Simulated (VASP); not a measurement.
Set up this calculation in VASP 6.6.1, as the native input.

| Item | Value |
| --- | --- |
| Task | single point |
| Functional | PBEsol |
| Potentials or basis | VASP PAW PBE potentials, release 64 (Ti_sv) |
| Cutoff | 520 eV |
| k mesh | 12 × 12 × 18 |
| Occupations | gaussian, width 0.15 eV |
| Spin | no spin polarisation |
| Dipole correction | no |
| Further INCAR settings | ALGO = Fast; EDIFF = 1e-06; NBANDS = 25 |

The structure of Ti lies in POSCAR:

```
Ti
1.0
    4.5152900637      0.0000000000      0.0000000000
   -2.2576450318      3.9103559006      0.0000000000
    0.0000000000      0.0000000000      2.9387333371
Ti
3
Direct
    0.0000000000      0.0000000000      0.0000000000
    0.3333333333      0.6666666667      0.5000000000
    0.6666666667      0.3333333333      0.5000000000
```

This isn't the form of Ti at room conditions, which is hcp.

This cell differs from its parent crystal: strain +0.000 along x and y, +0.050 along z.

The input as run:

INCAR

```
SYSTEM = Ti
  PREC = Accurate
  ENCUT = 520
  EDIFF = 1E-6
  ISMEAR = 0
  SIGMA = 0.15
  LREAL = .False.
  LASPH = .True.
  NELM = 60
  ALGO = Fast
  ISIF = 2
  LWAVE = .False.
  LCHARG = .True.
  GGA = PS
  LELF = .True.
  LVHAR = .True.
  NBANDS = 25
```

KPOINTS

```
Automatic mesh
0
Gamma
  12 12 18
  0 0 0
```

Potentials or basis: VASP PAW PBE potentials, release 64 (Ti_sv).

The run is started by

```console
$ cat potpaw_PBE.64/Ti_sv/POTCAR > POTCAR
$ mpirun -np 1 vasp_std > vasp.out
```

Results of the run:

```
Pressure               : -5.7 GPa
Band gap on the k mesh : zero (bands 18 and 19 overlap by 0.45 eV)
```

Caveat: the cell differs from its parent crystal (strain +0.000 along x and y, +0.050 along z); the stress differs along the axes, from -11 to -3 GPa; the PAW data sets were made with another functional, which shifts forces and pressure a little.

It took 9.5 min on 1 thread of AMD EPYC 9R45 96-Core Processor (Zen 5) (shared host), peak memory 0.28 GiB.
